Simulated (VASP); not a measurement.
Wanted: the native input for a VASP 6.6.1 run.

```yaml
Task: single point
Functional: PBE
Potentials_or_basis: VASP PAW PBE potentials, release 64 (Cd, In_d, S)
Cutoff: 520 eV
k_mesh: 12 × 12 × 6
Occupations: gaussian, width 0.15 eV
Spin: no spin polarisation
Dipole_correction: no
Further_INCAR_settings: ALGO = Normal; EDIFF = 1e-06; NBANDS = 26
```

The structure of CdInS2 lies in POSCAR:

```
CdInS2
1.0
    4.0092437330      0.0000000000      0.0000000000
   -2.0046218665      3.4721069228      0.0000000000
    0.0000000000      0.0000000000      6.3490383756
Cd In S
1 1 2
Direct
    0.0000000000      0.0000000000      0.0000000000
    0.0000000000      0.0000000000      0.5000000000
    0.6666666667      0.3333333333      0.8067465330
    0.3333333333      0.6666666667      0.1932534670
```

This cell differs from its parent crystal: atoms shifted along a free coordinate, c/a of the conventional cell at fixed volume 1.5836.

These files were run (other wordings do the same):

INCAR

```
SYSTEM = CdInS2
PREC = Accurate
ENCUT = 520
EDIFF = 1E-6
ISMEAR = 0
SIGMA = 0.15
LREAL = .FALSE.
LASPH = .TRUE.
NELM = 60
ALGO = Normal
ISIF = 2
LWAVE = .FALSE.
LCHARG = .FALSE.
GGA = PE
NBANDS = 26
```

KPOINTS

```
Automatic mesh
0
G
  12 12 6
  0 0 0
```

Potentials or basis: VASP PAW PBE potentials, release 64 (Cd, In_d, S).

The run is started by

```console
$ cat potpaw_PBE.64/Cd/POTCAR potpaw_PBE.64/In_d/POTCAR potpaw_PBE.64/S/POTCAR > POTCAR
$ mpirun -np 1 vasp_std > vasp.out
```

Results of the run:

```yaml
Pressure: 4.5 GPa
Largest_force: 1.765 eV/Å
Band_gap_on_the_k_mesh: zero (an odd number of electrons rules out a gap without spin polarisation)
```

Caveat: the cell stands under pressure; spin-orbit coupling is left out, which moves the levels of the heavy elements; forces of over 1 eV/Å act on the atoms, so gaps and moduli don't describe the material at rest.

Wall time 4.6 min on 1 thread of Intel Xeon 8259CL, on a shared host, peak memory 0.36 GiB.
